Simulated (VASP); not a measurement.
A run of VASP 6.6.1 is set up as follows.

INCAR

```
SYSTEM = TaN
  PREC = Accurate
  ENCUT = 520
  EDIFF = 1E-6
  ISMEAR = 0
  SIGMA = 0.15
  LREAL = .FALSE.
  LASPH = .TRUE.
  NELM = 60
  ALGO = Normal
  ISIF = 2
  LWAVE = .FALSE.
  LCHARG = .FALSE.
  GGA = PS
  NBANDS = 15
```

File KPOINTS:

```
Automatic mesh
0
G
  21 21 18
  0 0 0
```

File POSCAR:

```
TaN
1.0
    2.7833695698      0.0000000000      0.0000000000
   -1.3916847849      2.4104687556      0.0000000000
    0.0000000000      0.0000000000      2.7881012981
Ta N
1 1
Direct
    0.3333333333      0.6666666667      0.5000000000
    0.0000000000      0.0000000000      0.0000000000
```

Potentials or basis: VASP PAW PBE potentials, release 64 (Ta_pv, N).

Launch:

```bash
$ cat potpaw_PBE.64/Ta_pv/POTCAR potpaw_PBE.64/N/POTCAR > POTCAR
$ mpirun -np 1 vasp_std > vasp.out
```

(1) What does it give for the band gap on the k mesh?

(2) Predict the pressure.

## Answers

(1) zero (band 8 reaches 9.87 eV, above the bottom of band 9 at 9.45 eV).

(2) 62.1 GPa.

Caveat: the PAW data sets were made with another functional, which shifts forces and pressure a little; spin-orbit coupling is left out, which moves the levels of the heavy elements.
